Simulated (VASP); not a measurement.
# Cd6HS6 (a cell with a defect) in VASP: further runs

Runs on Cd6HS6 (a cell with a defect). Level: PBE. Tasks: single point.

All numbers are computed with VASP 6.6.1; they aren't measurements. Logs are shortened: lines on timing, memory, paths and dates and some standing lists are left out, and cuts for length are marked.

### 1 The cell of the first run

The cell holds a defect, 13 atoms: a = 6.831 Å, b = 7.270 Å, c = 7.270 Å, α = 120.00°, β = 90.00°, γ = 90.00°.

### 2 Single point, PBE, collinear spin

INCAR

```
  PREC = Accurate
  ENCUT = 520
  EDIFF = 1E-6
  ISMEAR = 0
  SIGMA = 0.02
  LREAL = F
  LASPH = T
  NELM = 150
  ALGO = Normal
  ISIF = 2
  LWAVE = F
  LCHARG = F
  ISPIN = 2
  MAGMOM = 0 0 0 0 0 0 0 0 0.13 0 0 0 0.34
  LORBIT = 11
  GGA = PE
  NBANDS = 70
```

KPOINTS

```
Automatic mesh
0
Gamma
  2 2 2
```

POSCAR

```
Cd6HS6
1.0
    0.0000000000      0.0000000000     -6.8307328146
   -6.2959774550      3.6349842784      0.0000000000
    6.2959774549      3.6349842785      0.0000000000
Cd S H
6 6 1
Direct
    0.5016807264      0.0009297250      0.3351831455
    0.4994420207      0.6664573810      0.6660380657
    0.5040015608      0.3355271680      0.0005180268
    0.9988161132      0.3116159289      0.3124434414
    0.9986350199     -0.0011917766      0.6866968048
    0.9984840844      0.6864050708     -0.0003635892
    0.1267850791     -0.0022831240      0.3498037467
    0.1244408211      0.6484814300      0.6496146933
    0.1289217459      0.3501637328     -0.0012549335
    0.6219571333      0.3335449791      0.3334125135
    0.6225936683      0.0004006970      0.6684539152
    0.6229384336      0.6696113763      0.0002517685
    0.9631136481      0.0300912117      0.0137714264
```

Potentials or basis: VASP PAW PBE potentials, release 64 (Cd, S, H).

Launch:

```sh
> cat potpaw_PBE.64/Cd/POTCAR potpaw_PBE.64/S/POTCAR potpaw_PBE.64/H/POTCAR > POTCAR
> mpirun -np 1 vasp_std > vasp.out
```

OUTCAR:

```text
PREC = Accurate
   ENCUT = 520
   EDIFF = 1E-6
   ISMEAR = 0
   LREAL = F
   LASPH = T
   NELM = 150
   ISIF = 2
   ISPIN = 2
   LORBIT = 11
   GGA = PE

 ion  position               nearest neighbor table
   1  0.502  0.001  0.335-  12 2.56  10 2.56  11 2.56   7 2.56
   2  0.499  0.666  0.666-  10 2.56  11 2.56  12 2.56   8 2.56
   3  0.504  0.336  0.001-  11 2.56  10 2.56  12 2.56   9 2.56
   4  0.999  0.312  0.312-  13 2.13  10 2.58   7 2.58   9 2.59   8 2.60
   5  0.999  0.999  0.687-  13 2.29   8 2.57  11 2.57   9 2.58   7 2.60
   6  0.998  0.686  1.000-   8 2.57  12 2.57   7 2.57   9 2.60
   7  0.127  0.998  0.350-   1 2.56   6 2.57   4 2.58   5 2.60
   8  0.124  0.648  0.650-   2 2.56   6 2.57   5 2.57   4 2.60
   9  0.129  0.350  0.999-   3 2.56   5 2.58   4 2.59   6 2.60
  10  0.622  0.334  0.333-   3 2.56   2 2.56   1 2.56   4 2.58
  11  0.623  0.000  0.668-   3 2.56   2 2.56   1 2.56   5 2.57
  12  0.623  0.670  0.000-   1 2.56   2 2.56   3 2.56   6 2.57
  13  0.963  0.030  0.014-   4 2.13   5 2.29

  LATTYP: Found a hexagonal cell.
 ALAT       =     7.2699685569
 C/A-ratio  =     0.9395821675

  Lattice vectors:

 A1 = (  -6.2959774550,   3.6349842784,   0.0000000000)
 A2 = (   6.2959774549,   3.6349842785,   0.0000000000)
 A3 = (   0.0000000000,   0.0000000000,  -6.8307328146)

Analysis of symmetry for initial positions (statically):
=====================================================================
 Subroutine PRICEL returns:
 Original cell was already a primitive cell.

 Routine SETGRP: Setting up the symmetry group for a
 hexagonal supercell.

 Subroutine GETGRP returns: Found  1 space group operations
 (whereof  1 operations were pure point group operations)
 out of a pool of 24 trial point group operations.

The static configuration has the point symmetry C_1 .

Analysis of symmetry for dynamics (positions and initial velocities):
=====================================================================
 Subroutine PRICEL returns:
 Original cell was already a primitive cell.

 Routine SETGRP: Setting up the symmetry group for a
 hexagonal supercell.

 Subroutine GETGRP returns: Found  1 space group operations
 (whereof  1 operations were pure point group operations)
 out of a pool of 24 trial point group operations.

The dynamic configuration has the point symmetry C_1 .

Analysis of structural, dynamic, and magnetic symmetry:
=====================================================================
 Subroutine PRICEL returns:
 Original cell was already a primitive cell.

 Routine SETGRP: Setting up the symmetry group for a
 hexagonal supercell.

 Subroutine GETGRP returns: Found  1 space group operations
 (whereof  1 operations were pure point group operations)
 out of a pool of 24 trial point group operations.

The overall configuration has the point symmetry C_1 .

 Subroutine INISYM returns: Found  1 space group operations
 (whereof  1 operations are pure point group operations),
 and found     1 'primitive' translations

----------------------------------------------------------------------------------------

                                     Primitive cell

  volume of cell :     312.6533

  direct lattice vectors                    reciprocal lattice vectors
     0.000000000  0.000000000 -6.830732815     0.000000000  0.000000000 -0.146397177
    -6.295977455  3.634984278  0.000000000    -0.079415786  0.137552177  0.000000000
     6.295977455  3.634984279  0.000000000     0.079415786  0.137552177  0.000000000

  length of vectors
     6.830732815  7.269968557  7.269968557     0.146397177  0.158831573  0.158831573

  position of ions in fractional coordinates (direct lattice)
     0.501680726  0.000929725  0.335183145
     0.499442021  0.666457381  0.666038066
     0.504001561  0.335527168  0.000518027
     0.998816113  0.311615929  0.312443441
     0.998635020  0.998808223  0.686696805
     0.998484084  0.686405071  0.999636411
     0.126785079  0.997716876  0.349803747
     0.124440821  0.648481430  0.649614693
     0.128921746  0.350163733  0.998745066
     0.621957133  0.333544979  0.333412514
     0.622593668  0.000400697  0.668453915
     0.622938434  0.669611376  0.000251769
     0.963113648  0.030091212  0.013771426
[... 72 lines left out ...]
   LREAL  =      F    real-space projection
   EDIFFG = 0.1E-04   stopping-criterion for IOM
   NSW    =      0    number of steps for IOM
   IBRION =     -1    ionic relax: 0-MD 1-quasi-New 2-CG
   NFREE  =      0    steps in history (QN), initial steepest desc. (CG)
   ISIF   =      2    stress and relaxation
   ISYM   =      2    0-nonsym 1-usesym 2-fastsym
   POTIM  = 0.5000    time-step for ionic-motion
   TEBEG  =    0.0;   TEEND  =   0.0 temperature during run
   PSTRESS=    0.0 pullay stress
   NELECT =     109.0000    total number of electrons
   NUPDOWN=      -1.0000    fix difference up-down
   EMIN   =  10.00;   EMAX   =-10.00  energy-range for DOS
   EFERMI =   0.00;   METHOD = LEGACY
   ISMEAR =     0;   SIGMA  =   0.02  broadening in eV -4-tet -1-fermi 0-gaus
   EFERMI_NEDOS =   21; number of points for ismear=-14 and -15
   IALGO  =     38    algorithm
   IMIX   =      4    mixing-type and parameters
     AMIX     =   0.40;   BMIX     =  1.00
     AMIX_MAG =   1.60;   BMIX_MAG =  1.00
  volume/ion in A,a.u.               =      24.05       162.30
  Fermi-wavevector in a.u.,A,eV,Ry     =   1.152204  2.177350 18.062738  1.327574
  Thomas-Fermi vector in A             =   2.288856
   LORBIT       =     11    0 simple, 1 ext, 2 COOP (PROOUT), +10 PAW based schemes
   GGA     = PE    functional components
   LHFCALC =     F    Hartree Fock is set to
   AEXX    =    0.0000 exact exchange contribution
   IVDW    =     0    specifies the selected vdW correction
   LEPSILON=     F    determine dielectric tensor
   LRPA    =     F    only Hartree local field effects (RPA)
 spin polarized calculation
 Gauss-broadening in eV      SIGMA  =   0.02
  energy-cutoff  :      520.00
  volume of cell :      312.65
 maximum number of plane-waves:      8479
 NGX is ok and might be reduce to    54
   NGX = 25   NGY = 27   NGZ = 27

 number of electron     109.0000019 magnetization       0.9835419

 Free energy of the ion-electron system (eV)
  ---------------------------------------------------
  ext. energy  EPLUGINS =         0.00000000
  ---------------------------------------------------
  free energy    TOTEN  =       -38.06650262 eV

  energy without entropy =      -38.06605463  energy(sigma->0) =      -38.06627862

 E-fermi :   1.3319     XC(G=0):  -9.0031

 val. band max:        1.3104974878   @ k =   0.5000   0.0000   0.0000
 cond. band min:       1.3533347922   @ k =   0.0000   0.0000   0.0000
 fundamental gap:      0.0428373045
 Fermi energy:         1.3319161400

 spin component 1

 k-point     1 :       0.0000    0.0000    0.0000
  band No.  band energies     occupation
      1     -11.1942      1.00000
      2     -10.7943      1.00000
      3     -10.7257      1.00000
      4     -10.7020      1.00000
      5     -10.6855      1.00000
      6     -10.6804      1.00000
[... 541 lines left out ...]
     65       6.3492      0.00000
     66       6.4265      0.00000
 Fermi energy:         1.3319161400

 spin component 2

 k-point     1 :       0.0000    0.0000    0.0000
  band No.  band energies     occupation
      1     -11.1249      1.00000
      2     -10.7287      1.00000
      3     -10.6689      1.00000
      4     -10.6611      1.00000
      5     -10.6129      1.00000
      6     -10.6001      1.00000
[... 541 lines left out ...]
     65       6.3693      0.00000
     66       6.4644      0.00000
 [bands above 66 left out]

------------------------ aborting loop because EDIFF is reached ----------------------------------------

  FORCE on cell =-STRESS in cart. coord.  units (eV):
  Direction    XX          YY          ZZ          XY          YZ          ZX
  --------------------------------------------------------------------------------------
  -------------------------------------------------------------------------------------
  Total        1.1248183      0.7201099      1.4750303     -0.1039565      0.1643976     -0.0866412
  in kB        5.7640793      3.6901699      7.5587249     -0.5327204      0.8424478     -0.4439888
  external PRESSURE =       5.6709914 kB  Pullay stress =       0.0000000 kB

 VOLUME and BASIS-vectors are now :
 -----------------------------------------------------------------------------
  energy-cutoff  :      520.00
  volume of cell :      312.65
      direct lattice vectors                 reciprocal lattice vectors
     0.000000000  0.000000000 -6.830732815     0.000000000  0.000000000 -0.146397177
    -6.295977455  3.634984278  0.000000000    -0.079415786  0.137552177  0.000000000
     6.295977455  3.634984279  0.000000000     0.079415786  0.137552177  0.000000000

 POSITION                                       TOTAL-FORCE (eV/Angst)
 -----------------------------------------------------------------------------------
      2.10445      1.22177     -3.42685        -0.004317      0.001863     -0.001656
     -0.00264      4.84360     -3.41155        -0.000901      0.003067     -0.001208
     -2.10921      1.22152     -3.44270         0.004394      0.001336     -0.005291
      0.00521      2.26845     -6.82265         0.004809      0.026297      0.003939
     -1.96505      6.12678     -6.82141        -0.011255     -0.005182      0.002002
      1.97210      6.12873     -6.82038         0.011577     -0.000673     -0.002034
     -4.07925      4.89822     -0.86604         0.009744     -0.007272      0.013626
      0.00714      4.71856     -0.85002         0.005141     -0.003498      0.009519
      4.08345      4.90326     -0.88063        -0.016319      0.002988      0.009203
     -0.00083      2.42438     -4.24842         0.003107      0.008217     -0.007806
      4.20605      2.43128     -4.25277        -0.006542     -0.007369     -0.009940
     -4.21427      2.43494     -4.25513         0.007876     -0.003744     -0.010473
     -0.10275      0.15944     -6.57877        -0.007314     -0.016031      0.000120
 -----------------------------------------------------------------------------------
    total drift:                               -0.000082     -0.000138     -0.000077

  FREE ENERGIE OF THE ION-ELECTRON SYSTEM (eV)
  ---------------------------------------------------
  free  energy   TOTEN  =       -38.0665026223 eV

  energy  without entropy=      -38.0660546262  energy(sigma->0) =      -38.06627862

 total charge

# of ion       s       p       d       tot
------------------------------------------
    1        0.416   0.302   9.564  10.282
    2        0.416   0.302   9.564  10.282
    3        0.416   0.303   9.564  10.283
    4        0.412   0.307   9.555  10.273
    5        0.411   0.300   9.560  10.271
    6        0.412   0.297   9.562  10.271
    7        1.332   2.368   0.000   3.701
    8        1.330   2.372   0.000   3.702
    9        1.336   2.361   0.000   3.697
   10        1.324   2.386   0.000   3.710
   11        1.324   2.387   0.000   3.710
   12        1.323   2.387   0.000   3.710
   13        0.429   0.006   0.000   0.435
--------------------------------------------------
tot         10.882  16.078  57.368  84.328

 magnetization (x)

# of ion       s       p       d       tot
------------------------------------------
    1        0.001   0.001   0.002   0.004
    2        0.001   0.001   0.001   0.004
    3        0.001   0.001   0.002   0.004
    4       -0.004   0.001   0.025   0.021
    5       -0.002   0.001   0.017   0.016
    6       -0.000   0.002   0.012   0.014
    7        0.007   0.070   0.000   0.077
    8        0.006   0.053   0.000   0.059
    9        0.009   0.098   0.000   0.107
   10        0.002   0.015   0.000   0.017
   11        0.001   0.012   0.000   0.014
   12        0.001   0.011   0.000   0.012
   13        0.223   0.001   0.000   0.224
--------------------------------------------------
tot          0.247   0.268   0.058   0.572
```

Wall time 5.1 min (1 thread of Intel Xeon Platinum 8559C (Emerald Rapids), shared host); peak memory 0.65 GiB.

Results:

- Free energy: -38.0665 eV
- Pressure: 0.6 GPa
- Largest force: 0.027 eV/Å
- Net moment: 0.98 μB per cell
- Site moments: Cd +0.00, +0.02, +0.01; S +0.08, +0.06, +0.11, +0.02, +0.01; H +0.22 μB
- Valence electrons inside the program's atomic spheres: Cd 10.28, 10.27; S 3.70, 3.71; H 0.43

Forces on the atoms (eV/Å):
```
Cd  -0.004  0.002 -0.002
Cd  -0.001  0.003 -0.001
Cd   0.004  0.001 -0.005
Cd   0.005  0.026  0.004
Cd  -0.011 -0.005  0.002
Cd   0.012 -0.001 -0.002
S    0.010 -0.007  0.014
S    0.005 -0.003  0.010
S   -0.016  0.003  0.009
S    0.003  0.008 -0.008
S   -0.007 -0.007 -0.010
S    0.008 -0.004 -0.010
H   -0.007 -0.016  0.000
```

Levels at points of the mesh, in eV from the Fermi level:
Spin up:
| k point | band 52 | band 53 | band 54 | band 55 | band 56 | band 57 | band 58 | band 59 |
| --- | --- | --- | --- | --- | --- | --- | --- | --- |
| (0.00, 0.00, 0.00) | -0.58 | -0.46 | -0.43 | -0.42 | 1.45 | 2.57 | 4.28 | 4.38 |
| (0.50, 0.00, 0.00) | -0.81 | -0.74 | -0.74 | -0.02 | 2.33 | 3.02 | 3.72 | 3.77 |
| (0.00, 0.50, 0.00) | -1.04 | -0.97 | -0.96 | -0.38 | 2.76 | 3.13 | 3.17 | 3.58 |
| (0.00, 0.00, 0.50) | -1.03 | -0.98 | -0.96 | -0.40 | 2.76 | 3.13 | 3.17 | 3.56 |
| (0.00, 0.50, 0.50) | -1.04 | -0.97 | -0.96 | -0.39 | 2.78 | 3.11 | 3.20 | 3.62 |
| (0.50, 0.50, 0.00) | -1.53 | -1.46 | -1.38 | -0.45 | 2.95 | 3.32 | 3.50 | 3.61 |
| (0.50, 0.00, 0.50) | -1.53 | -1.46 | -1.38 | -0.48 | 2.96 | 3.30 | 3.46 | 3.62 |
| (0.50, 0.50, 0.50) | -1.53 | -1.46 | -1.37 | -0.43 | 2.95 | 3.35 | 3.53 | 3.60 |
Spin down:
```
           k point  band 52  band 53  band 54  band 55  band 56  band 57
(0.00, 0.00, 0.00)    -0.41    -0.37    -0.37     0.02     1.76     2.78
(0.50, 0.00, 0.00)    -0.73    -0.72    -0.71     0.88     2.35     3.27
(0.00, 0.50, 0.00)    -0.97    -0.93    -0.92     0.57     2.80     3.18
(0.00, 0.00, 0.50)    -0.96    -0.93    -0.93     0.55     2.79     3.18
(0.00, 0.50, 0.50)    -0.97    -0.93    -0.92     0.57     2.82     3.16
(0.50, 0.50, 0.00)    -1.50    -1.43    -1.33     0.49     2.99     3.36
(0.50, 0.00, 0.50)    -1.50    -1.42    -1.32     0.47     3.00     3.34
(0.50, 0.50, 0.50)    -1.50    -1.43    -1.32     0.48     2.99     3.39
```

Caveat: the k points lie up to 0.50 Å⁻¹ apart.

(Continued in part 2 of 2.)
